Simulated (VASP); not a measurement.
Set up this calculation in VASP 6.6.1, as the native input.

* Task: single point
* Functional: PBE
* Potentials or basis: VASP PAW PBE potentials, release 64 (Fe_sv)
* Cutoff: 600 eV
* k mesh: 11 × 11 × 11
* Occupations: fermi-dirac, width 0.05 eV
* Spin: collinear spin, ferromagnetic start
* Starting moments: [4.5] μB
* Fixed moment: 4.5 μB
* Dipole correction: no
* Further INCAR settings: ALGO = Normal; EDIFF = 1e-06; NBANDS = 18

The structure of Fe lies in POSCAR:

```
Fe
1.0
   -1.4430000000      1.4430000000      1.4430000000
    1.4430000000     -1.4430000000      1.4430000000
    1.4430000000      1.4430000000     -1.4430000000
Fe
1
Direct
    0.0000000000      0.0000000000      0.0000000000
```

The input as run:

INCAR

```
SYSTEM = Fe
ALGO = Normal
EDIFF = 1E-6
ENCUT = 600
GGA = PE
GGA_COMPAT = .False.
ISIF = 2
ISMEAR = -1
ISPIN = 2
LASPH = .True.
LCHARG = .True.
LELF = .True.
LMAXMIX = 4
LORBIT = 11
LREAL = .False.
LVHAR = .True.
LWAVE = .False.
MAGMOM = 4.5
NBANDS = 18
NELM = 200
NUPDOWN = 4.5
PREC = Accurate
SIGMA = 0.05
```

KPOINTS

```
k-points
0
Gamma
  11 11 11
  0 0 0
```

Potentials or basis: VASP PAW PBE potentials, release 64 (Fe_sv).

Run with:

```console
$ cat potpaw_PBE.64/Fe_sv/POTCAR > POTCAR
$ mpirun -np 1 vasp_std > vasp.out
```

Results of the run:

```json
{
  "Pressure": "80.3 GPa",
  "Net moment": "4.50 μB per cell",
  "Site moments": "Fe +3.73 μB",
  "Valence electrons inside the program's atomic spheres": "Fe 13.61"
}
```

Caveat: the cell stands under pressure; the total moment is fixed, so each spin has its own Fermi level and the state may be an excited one.

Run time: 16 s on 1 thread of Intel(R) Xeon(R) Platinum 8488C (Sapphire Rapids), with other jobs on the host, peak memory 0.14 GiB.
